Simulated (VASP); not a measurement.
Set up this calculation in VASP 6.6.1, as the native input.

| Item | Value |
| --- | --- |
| Task | single point |
| Functional | PBEsol |
| Potentials or basis | VASP PAW PBE potentials, release 64 (As) |
| Cutoff | 520 eV |
| k mesh | 13 × 13 × 8 |
| Occupations | fermi-dirac, width 0.1 eV |
| Spin | no spin polarisation |
| Dipole correction | no |
| Further INCAR settings | ALGO = Normal; EDIFF = 1e-06; NBANDS = 12 |

The structure of As lies in POSCAR:

```
As
1.0
    2.9022008434      0.0000000000      0.0000000000
   -1.4511004217      2.5133796573      0.0000000000
    0.0000000000      0.0000000000      4.4351697889
As
2
Direct
    0.3333333333      0.6666666667      0.2500000000
    0.6666666667      0.3333333333      0.7500000000
```

This cell differs from its parent crystal: volume scaled by 0.88.

One way to write it, as run:

INCAR

```
PREC     = Accurate       # precision mode
ENCUT    = 520            # plane-wave cutoff, eV
EDIFF    = 1E-6           # SCF threshold, eV
ISMEAR   = -1             # smearing method
SIGMA    = 0.1            # smearing width, eV
LREAL    = F              # projectors in reciprocal space
LASPH    = T              # aspherical terms in the spheres
NELM     = 100            # most SCF steps
ALGO     = Normal         # electronic algorithm
ISIF     = 2              # what is computed and relaxed
LWAVE    = F              # write WAVECAR
LCHARG   = F              # write CHGCAR
GGA      = PS             # functional
NBANDS   = 12             # bands
```

KPOINTS

```
Automatic mesh
0
Gamma
  13 13 8
```

Potentials or basis: VASP PAW PBE potentials, release 64 (As).

The run is started by

```bash
$ cat potpaw_PBE.64/As/POTCAR > POTCAR
$ mpirun -np 1 vasp_std > vasp.out
```

Results of the run:

```json
{
  "Pressure": "15.8 GPa",
  "Band gap on the k mesh": "zero (band 5 reaches 13.57 eV, above the bottom of band 6 at 4.11 eV)"
}
```

Caveat: the PAW data sets were made with another functional, which shifts forces and pressure a little.

It took 40 s on 1 thread of Intel Xeon 8259CL, with other jobs on the host, peak memory 0.17 GiB.
